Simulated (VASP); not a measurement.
# Ba (Fd-3m) in VASP: further runs

Ba is run at these levels: LDA; tasks: single point, relaxation of cell and atoms.

Everything below comes from runs of VASP 6.6.1. Logs are shortened: lines on timing, memory, paths and dates and some standing lists are left out, and cuts for length are marked.

## Step 1: The cell of the first run

Symmetry: Fd-3m, No. 227, cubic system. Conventional cell: a = 7.188 Å, b = 7.188 Å, c = 7.188 Å, α = 90.00°, β = 90.00°, γ = 90.00°. Ba (site symmetry -43m) has 4 Ba at 3.11 Å within 4.1 Å.

This isn't the form of Ba at room conditions, which is bcc.

## Step 2: Single point, LDA (46.42 Å³/atom)

File INCAR:

```
PREC = Accurate
ENCUT = 520
EDIFF = 1E-6
ISMEAR = -1
SIGMA = 0.1
LREAL = F
LASPH = T
NELM = 60
ALGO = Normal
ISIF = 2
LWAVE = F
LCHARG = T
GGA = CA
LELF = T
LVHAR = T
NBANDS = 17
```

File KPOINTS:

```
Automatic mesh
0
Gamma
  9 9 9
```

File POSCAR:

```
Ba
1.0
    0.0000000000      3.5938650034      3.5938650034
    3.5938650034      0.0000000000      3.5938650034
    3.5938650034      3.5938650034      0.0000000000
Ba
2
Direct
    0.1250000000      0.1250000000      0.1250000000
    0.8750000000      0.8750000000      0.8750000000
```

Potentials or basis: VASP PAW LDA potentials, release 64 (Ba_sv).

Run with:

```console
> cat potpaw_LDA.64/Ba_sv/POTCAR > POTCAR
> mpirun -np 1 vasp_std > vasp.out
```

OUTCAR:

```text
PREC = Accurate
   ENCUT = 520
   EDIFF = 1E-6
   ISMEAR = -1
   LREAL = F
   LASPH = T
   NELM = 60
   ISIF = 2
   GGA = CA

 ion  position               nearest neighbor table
   1  0.125  0.125  0.125-   2 3.11   2 3.11   2 3.11   2 3.11
   2  0.875  0.875  0.875-   1 3.11   1 3.11   1 3.11   1 3.11

  LATTYP: Found a face centered cubic cell.
 ALAT       =     7.1877300068

  Lattice vectors:

 A1 = (   0.0000000000,   3.5938650034,   3.5938650034)
 A2 = (   3.5938650034,   0.0000000000,   3.5938650034)
 A3 = (   3.5938650034,   3.5938650034,   0.0000000000)

Analysis of symmetry for initial positions (statically):
=====================================================================
 Subroutine PRICEL returns:
 Original cell was already a primitive cell.

 Routine SETGRP: Setting up the symmetry group for a
 face centered cubic supercell.

 Subroutine GETGRP returns: Found 48 space group operations
 (whereof 12 operations were pure point group operations)
 out of a pool of 48 trial point group operations.

The static configuration has the point symmetry D_3d.
 The point group associated with its full space group is O_h .

Analysis of symmetry for dynamics (positions and initial velocities):
=====================================================================
 Subroutine PRICEL returns:
 Original cell was already a primitive cell.

 Routine SETGRP: Setting up the symmetry group for a
 face centered cubic supercell.

 Subroutine GETGRP returns: Found 48 space group operations
 (whereof 12 operations were pure point group operations)
 out of a pool of 48 trial point group operations.

The dynamic configuration has the point symmetry D_3d.
 The point group associated with its full space group is O_h .

 Subroutine INISYM returns: Found 48 space group operations
 (whereof 12 operations are pure point group operations),
 and found     1 'primitive' translations

----------------------------------------------------------------------------------------

                                     Primitive cell

  volume of cell :      92.8358

  direct lattice vectors                    reciprocal lattice vectors
     0.000000000  3.593865003  3.593865003    -0.139125983  0.139125983  0.139125983
     3.593865003  0.000000000  3.593865003     0.139125983 -0.139125983  0.139125983
     3.593865003  3.593865003  0.000000000     0.139125983  0.139125983 -0.139125983

  length of vectors
     5.082492629  5.082492629  5.082492629     0.240973271  0.240973271  0.240973271

  position of ions in fractional coordinates (direct lattice)
     0.125000000  0.125000000  0.125000000
     0.875000000  0.875000000  0.875000000

  ion indices of the primitive-cell ions
   primitive index   ion index
                 1           1
                 2           2

----------------------------------------------------------------------------------------

 KPOINTS: Automatic mesh

Automatic generation of k-mesh.
 Grid dimensions read from file:
 generate k-points for:    9    9    9

 Generating k-lattice:

  Cartesian coordinates                     Fractional coordinates (reciprocal lattice)
    -0.015458443  0.015458443  0.015458443     0.111111111  0.000000000  0.000000000
     0.015458443 -0.015458443  0.015458443     0.000000000  0.111111111  0.000000000
     0.015458443  0.015458443 -0.015458443     0.000000000  0.000000000  0.111111111

  Length of vectors
     0.026774808  0.026774808  0.026774808

  Shift w.r.t. Gamma in fractional coordinates (k-lattice)
     0.000000000  0.000000000  0.000000000

 Subroutine IBZKPT returns following result:
 ===========================================

 Found     35 irreducible k-points:

 Following reciprocal coordinates:
            Coordinates               Weight
  0.000000  0.000000  0.000000      1.000000
  0.111111  0.000000  0.000000      8.000000
  0.222222  0.000000  0.000000      8.000000
  0.333333  0.000000  0.000000      8.000000
  0.444444  0.000000  0.000000      8.000000
  0.111111  0.111111  0.000000      6.000000
[... 16 lines left out ...]
 -0.333333  0.333333  0.000000     12.000000
  0.444444  0.444444  0.000000      6.000000
 [... further k-points ...]
   k-points           NKPTS =     35   k-points in BZ     NKDIM =     35   number of bands    NBANDS=     17
   number of dos      NEDOS =    301   number of ions     NIONS =      2
   total plane-waves  NPLWV =  64000
   dimension x,y,z NGX =    40 NGY =   40 NGZ =   40
   dimension x,y,z NGXF=    80 NGYF=   80 NGZF=   80
   ions per type =               2
   NGX,Y,Z   is equivalent  to a cutoff of  13.08, 13.08, 13.08 a.u.
   NGXF,Y,Z  is equivalent  to a cutoff of  26.17, 26.17, 26.17 a.u.
 SYSTEM =  unknown system
   PREC   = accura    normal or accurate (medium, high low for compatibility)
   ISTART =      0    job   : 0-new  1-cont  2-samecut
   ICHARG =      2    charge: 1-file 2-atom 10-const
   ISPIN  =      1    spin polarized calculation?
   LNONCOLLINEAR =      F non collinear calculations
   LSORBIT =      F    spin-orbit coupling
   LASPH  =      T    aspherical Exc in radial PAW
   ENCUT  =  520.0 eV  38.22 Ry    6.18 a.u.   9.45  9.45  9.45*2*pi/ulx,y,z
   NELM   =     60;   NELMIN=  2; NELMDL= -5     # of ELM steps
   EDIFF  = 0.1E-05   stopping-criterion for ELM
   LREAL  =      F    real-space projection
   EDIFFG = 0.1E-04   stopping-criterion for IOM
   NSW    =      0    number of steps for IOM
   IBRION =     -1    ionic relax: 0-MD 1-quasi-New 2-CG
   NFREE  =      0    steps in history (QN), initial steepest desc. (CG)
   ISIF   =      2    stress and relaxation
   ISYM   =      2    0-nonsym 1-usesym 2-fastsym
   POTIM  = 0.5000    time-step for ionic-motion
   TEBEG  =    0.0;   TEEND  =   0.0 temperature during run
   PSTRESS=    0.0 pullay stress
   NELECT =      20.0000    total number of electrons
   NUPDOWN=      -1.0000    fix difference up-down
   EMIN   =  10.00;   EMAX   =-10.00  energy-range for DOS
   EFERMI =   0.00;   METHOD = LEGACY
   ISMEAR =    -1;   SIGMA  =   0.10  broadening in eV -4-tet -1-fermi 0-gaus
   EFERMI_NEDOS =   21; number of points for ismear=-14 and -15
   IALGO  =     38    algorithm
   IMIX   =      4    mixing-type and parameters
     AMIX     =   0.40;   BMIX     =  1.00
     AMIX_MAG =   1.60;   BMIX_MAG =  1.00
  volume/ion in A,a.u.               =      46.42       313.24
  Fermi-wavevector in a.u.,A,eV,Ry     =   0.981401  1.854579 13.104418  0.963148
  Thomas-Fermi vector in A             =   2.112405
   LORBIT       =      0    0 simple, 1 ext, 2 COOP (PROOUT), +10 PAW based schemes
   GGA     = CA    functional components
   LHFCALC =     F    Hartree Fock is set to
   AEXX    =    0.0000 exact exchange contribution
   IVDW    =     0    specifies the selected vdW correction
   LEPSILON=     F    determine dielectric tensor
   LRPA    =     F    only Hartree local field effects (RPA)
 non-spin polarized calculation
  energy-cutoff  :      520.00
  volume of cell :       92.84
 maximum number of plane-waves:      2533
 NGX is ok and might be reduce to    40
   NGX = 19   NGY = 19   NGZ = 19

 number of electron      19.9999999 magnetization

 Free energy of the ion-electron system (eV)
  ---------------------------------------------------
  ext. energy  EPLUGINS =         0.00000000
  ---------------------------------------------------
  free energy    TOTEN  =        -2.83521504 eV

  energy without entropy =       -2.77302503  energy(sigma->0) =       -2.80412003

 E-fermi :   2.1301     XC(G=0):  -8.5115

 val. band max:        2.1076019230   @ k =  -0.3333   0.2222   0.0000
 cond. band min:       2.1343981904   @ k =  -0.4444   0.1111   0.0000
 fundamental gap:      0.0267962674
 Fermi energy:         2.1300655952

 k-point     1 :       0.0000    0.0000    0.0000
  band No.  band energies     occupation
      1     -27.1597      2.00000
      2     -25.8853      2.00000
      3     -12.7762      2.00000
      4     -12.7762      2.00000
      5     -12.7762      2.00000
      6     -11.0423      2.00000
[... 9 lines left out ...]
     16       5.9711      0.00000
     17       5.9711      0.00000

 k-point     2 :       0.1111    0.0000    0.0000
  band No.  band energies     occupation
      1     -27.1340      2.00000
      2     -25.9177      2.00000
      3     -12.8074      2.00000
      4     -12.8074      2.00000
      5     -12.7799      2.00000
      6     -11.0236      2.00000
[... 9 lines left out ...]
     16       5.8623      0.00000
     17       5.8623      0.00000

 k-point     3 :       0.2222    0.0000    0.0000
  band No.  band energies     occupation
      1     -27.0624      2.00000
      2     -26.0063      2.00000
      3     -12.8808      2.00000
      4     -12.8808      2.00000
      5     -12.7941      2.00000
      6     -10.9678      2.00000
[... 9 lines left out ...]
     16       5.8327      0.00000
     17       5.8327      0.00000

 k-point     4 :       0.3333    0.0000    0.0000
  band No.  band energies     occupation
      1     -26.9633      2.00000
      2     -26.1245      2.00000
      3     -12.9561      2.00000
      4     -12.9561      2.00000
      5     -12.8174      2.00000
      6     -10.8904      2.00000
[... 9 lines left out ...]
     16       6.4065      0.00000
     17       6.4065      0.00000

 k-point     5 :       0.4444    0.0000    0.0000
  band No.  band energies     occupation
      1     -26.8804      2.00000
      2     -26.2198      2.00000
      3     -13.0015      2.00000
      4     -13.0015      2.00000
      5     -12.8360      2.00000
      6     -10.8324      2.00000
[... 9 lines left out ...]
     16       7.1465      0.00000
     17       7.1467      0.00000

 k-point     6 :       0.1111    0.1111    0.0000
  band No.  band energies     occupation
      1     -27.1252      2.00000
      2     -25.9288      2.00000
      3     -12.8464      2.00000
      4     -12.8464      2.00000
      5     -12.7168      2.00000
      6     -11.0997      2.00000
[... 9 lines left out ...]
     16       5.8194      0.00000
     17       5.8194      0.00000

 k-point     7 :       0.2222    0.1111    0.0000
  band No.  band energies     occupation
      1     -27.0678      2.00000
      2     -25.9997      2.00000
      3     -12.9259      2.00000
      4     -12.9227      2.00000
      5     -12.6731      2.00000
      6     -11.1242      2.00000
[... 9 lines left out ...]
     16       5.5770      0.00000
     17       5.7807      0.00000

 k-point     8 :       0.3333    0.1111    0.0000
  band No.  band energies     occupation
      1     -26.9747      2.00000
      2     -26.1112      2.00000
      3     -13.0243      2.00000
      4     -12.9958      2.00000
      5     -12.6520      2.00000
      6     -11.0990      2.00000
[... 9 lines left out ...]
     16       5.7298      0.00000
     17       6.2482      0.00000
[... 203 lines left out ...]
      1     -26.9193      2.00000
      2     -26.1755      2.00000
      3     -13.1724      2.00000
      4     -12.9684      2.00000
      5     -12.5648      2.00000
      6     -11.1411      2.00000
[... 9 lines left out ...]
     16       5.2608      0.00000
     17       5.6082      0.00000

 k-point    20 :       0.3333    0.3333    0.0000
  band No.  band energies     occupation
      1     -26.8677      2.00000
      2     -26.2341      2.00000
      3     -13.1465      2.00000
      4     -13.1465      2.00000
      5     -12.3098      2.00000
      6     -11.4832      2.00000
[... 9 lines left out ...]
     16       6.3121      0.00000
     17       6.3210      0.00000

 k-point    21 :       0.4444    0.3333    0.0000
  band No.  band energies     occupation
      1     -26.7668      2.00000
      2     -26.3455      2.00000
      3     -13.2184      2.00000
      4     -13.1867      2.00000
      5     -12.1837      2.00000
      6     -11.5814      2.00000
[... 9 lines left out ...]
     16       5.9826      0.00000
     17       6.4719      0.00000

 k-point    22 :      -0.4444    0.3333    0.0000
  band No.  band energies     occupation
      1     -26.6801      2.00000
      2     -26.4377      2.00000
      3     -13.2889      2.00000
      4     -13.1788      2.00000
      5     -12.1257      2.00000
      6     -11.5904      2.00000
[... 9 lines left out ...]
     16       5.5172      0.00000
     17       6.4980      0.00000

 k-point    23 :      -0.3333    0.3333    0.0000
  band No.  band energies     occupation
      1     -26.7159      2.00000
      2     -26.4000      2.00000
      3     -13.3102      2.00000
      4     -13.1257      2.00000
      5     -12.2366      2.00000
      6     -11.4453      2.00000
[... 9 lines left out ...]
     16       5.4838      0.00000
     17       6.3548      0.00000

 k-point    24 :       0.4444    0.4444    0.0000
  band No.  band energies     occupation
      1     -26.6690      2.00000
      2     -26.4493      2.00000
      3     -13.2313      2.00000
      4     -13.2313      2.00000
      5     -12.0318      2.00000
      6     -11.7486      2.00000
[... 9 lines left out ...]
     16       5.4578      0.00000
     17       7.3182      0.00000

 [... further k-points ...]

------------------------ aborting loop because EDIFF is reached ----------------------------------------

  FORCE on cell =-STRESS in cart. coord.  units (eV):
  Direction    XX          YY          ZZ          XY          YZ          ZX
  --------------------------------------------------------------------------------------
  -------------------------------------------------------------------------------------
  Total        1.0967219      1.0967219      1.0967219     -0.0000000      0.0000000     -0.0000000
  in kB       18.9274370     18.9274370     18.9274370     -0.0000000      0.0000000     -0.0000000
  external PRESSURE =      18.9274370 kB  Pullay stress =       0.0000000 kB

 VOLUME and BASIS-vectors are now :
 -----------------------------------------------------------------------------
  energy-cutoff  :      520.00
  volume of cell :       92.84
      direct lattice vectors                 reciprocal lattice vectors
     0.000000000  3.593865003  3.593865003    -0.139125983  0.139125983  0.139125983
     3.593865003  0.000000000  3.593865003     0.139125983 -0.139125983  0.139125983
     3.593865003  3.593865003  0.000000000     0.139125983  0.139125983 -0.139125983

 POSITION                                       TOTAL-FORCE (eV/Angst)
 -----------------------------------------------------------------------------------
      0.89847      0.89847      0.89847        -0.000000     -0.000000     -0.000000
      6.28926      6.28926      6.28926         0.000000      0.000000      0.000000
 -----------------------------------------------------------------------------------
    total drift:                                0.000000      0.000000     -0.000000

  FREE ENERGIE OF THE ION-ELECTRON SYSTEM (eV)
  ---------------------------------------------------
  free  energy   TOTEN  =        -2.8352150392 eV

  energy  without entropy=       -2.7730250260  energy(sigma->0) =       -2.80412003
```

Run time: 32 s. Hardware: 1 thread of AMD EPYC 9R45 (Zen 5), shared host; peak memory 0.18 GiB.

What came out:

| Quantity | Value |
| --- | --- |
| Free energy | -2.8352 eV |
| Pressure | 1.9 GPa |
| Band gap on the k mesh | zero (bands 10 and 11 overlap by 0.29 eV) |

Levels at points of the mesh, in eV from the Fermi level:
```tsv
k point	band 6	band 7	band 8	band 9	band 10	band 11	band 12	band 13	band 14	band 15
(0.00, 0.00, 0.00)	-13.17	-13.17	-13.17	-1.94	0.11	0.11	1.72	1.72	1.72	3.84
```

Caveat: spin-orbit coupling is left out, which moves the levels of the heavy elements.

## Step 3: Single point, LDA (48.35 Å³/atom)

This run uses another cell than the first one, of 48.35 Å³/atom.

File INCAR:

```
SYSTEM = Ba
PREC = Accurate ; ENCUT = 520
EDIFF = 1E-6 ; ISMEAR = -1
SIGMA = 0.1 ; LREAL = .False.
LASPH = .True. ; NELM = 80
ALGO = Normal ; ISIF = 2
LWAVE = .False. ; LCHARG = .True.
GGA = CA ; LELF = .True.
LVHAR = .True. ; NBANDS = 17
```

File KPOINTS:

```
Automatic mesh
0
Gamma
  9 9 9
  0 0 0
```

File POSCAR:

```
Ba
1.0
    0.0000000000      3.6431021492      3.6431021492
    3.6431021492      0.0000000000      3.6431021492
    3.6431021492      3.6431021492      0.0000000000
Ba
2
Direct
    0.1250000000      0.1250000000      0.1250000000
    0.8750000000      0.8750000000      0.8750000000
```

Potentials or basis: VASP PAW LDA potentials, release 64 (Ba_sv).

Run with:

```console
> cat potpaw_LDA.64/Ba_sv/POTCAR > POTCAR
> mpirun -np 1 vasp_std > vasp.out
```

Run time: 32 s. Hardware: 1 thread of AMD EPYC 9R45 (Zen 5), shared host; peak memory 0.18 GiB.

The run converged. Its results:

```
Free energy            : -2.8678 eV
Pressure               : 0.8 GPa
Band gap on the k mesh : zero (bands 10 and 11 overlap by 0.27 eV)
```

Levels at points of the mesh, in eV from the Fermi level:
```tsv
k point	band 6	band 7	band 8	band 9	band 10	band 11	band 12	band 13	band 14	band 15
(0.00, 0.00, 0.00)	-13.28	-13.28	-13.28	-1.98	0.12	0.12	1.62	1.62	1.62	3.62
```

Caveat: spin-orbit coupling is left out, which moves the levels of the heavy elements.

(Continued in part 2 of 2.)

The gap in the log of VASP goes by the Fermi energy; the results here count the filled bands.